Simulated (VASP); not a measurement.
Crystal: Na3LiB5.

```xyz
9
Lattice="3.9720 0.0000 0.0000 0.0000 3.9720 0.0000 0.0000 0.0000 9.6906" Properties=species:S:1:pos:R:3 pbc="T T T"
Na    1.9860    1.9860    4.8453
Na    0.0000    1.9860    2.3991
Na    1.9860    0.0000    7.2915
Li    0.0000    0.0000    0.0000
B     0.8663    1.9860    9.4201
B     3.1056    1.9860    9.4201
B     1.9860    3.1056    0.2705
B     1.9860    0.8663    0.2705
B     0.0000    0.0000    4.8453
```

| Quantity | Value |
| --- | --- |
| Program | VASP 6.6.1 |
| Task | relaxation of cell and atoms |
| Functional | PBE |
| Potentials or basis | VASP PAW PBE potentials, release 64 (Na_pv, Li_sv, B) |
| Cutoff | 600 eV |
| k mesh | 10 × 10 × 4 |
| Occupations | gaussian, width 0.1 eV |
| Spin | no spin polarisation |

At the start: pressure -0.4 GPa; volume 16.99 Å³/atom.

**Question.** Where does the relaxation end?

**Answer.** Over 14 steps the energy falls by 2.3 meV/atom and the volume is 16.52 Å³/atom (-2.8 %); space group P-4m2 (No. 115, to 0.05 Å).

The path:
| step | energy change (eV) | largest force (eV/Å) | pressure (GPa) | volume (Å³) |
| --- | --- | --- | --- | --- |
| 1 | 0.0000 | 0.1574 | -0.40 | 152.88 |
| 2 | -0.0074 | 0.1495 | -0.20 | 151.94 |
| 3 | -0.0167 | 0.2011 | 0.37 | 149.27 |
| 4 | -0.0201 | 0.0648 | 0.10 | 149.12 |
| 5 | -0.0202 | 0.0777 | 0.07 | 149.10 |
| 6 | -0.0208 | 0.0252 | -0.03 | 149.18 |
| 7 | -0.0208 | 0.0052 | -0.08 | 149.21 |
| 8 | -0.0208 | 0.0053 | -0.07 | 149.21 |
| 9 | -0.0209 | 0.0069 | -0.04 | 149.10 |
| 10 | -0.0209 | 0.0171 | -0.01 | 148.99 |
| 11 | -0.0209 | 0.0378 | 0.05 | 148.75 |
| 12 | -0.0209 | 0.0269 | 0.01 | 148.87 |
| 13 | -0.0210 | 0.0188 | 0.01 | 148.82 |
| 14 | -0.0210 | 0.0083 | 0.02 | 148.67 |

Final structure:
```
Na Li B
1.0
     3.92063    0.00000    0.00000
     0.00000    3.92063    0.00000
     0.00000    0.00000    9.67206
Na Li B
3 1 5
Direct
  0.50000 0.50000 0.50000
  0.00000 0.50000 0.24744
  0.50000 0.00000 0.75256
  0.00000 0.00000 0.00000
  0.22105 0.50000 0.96770
  0.77895 0.50000 0.96770
  0.50000 0.77895 0.03230
  0.50000 0.22105 0.03230
  0.00000 0.00000 0.50000
```

Caveat: the cutoff is under 1.25 times the usual one of these potentials, so pressure, stress and relaxed cells hold a basis-set (Pulay) error.
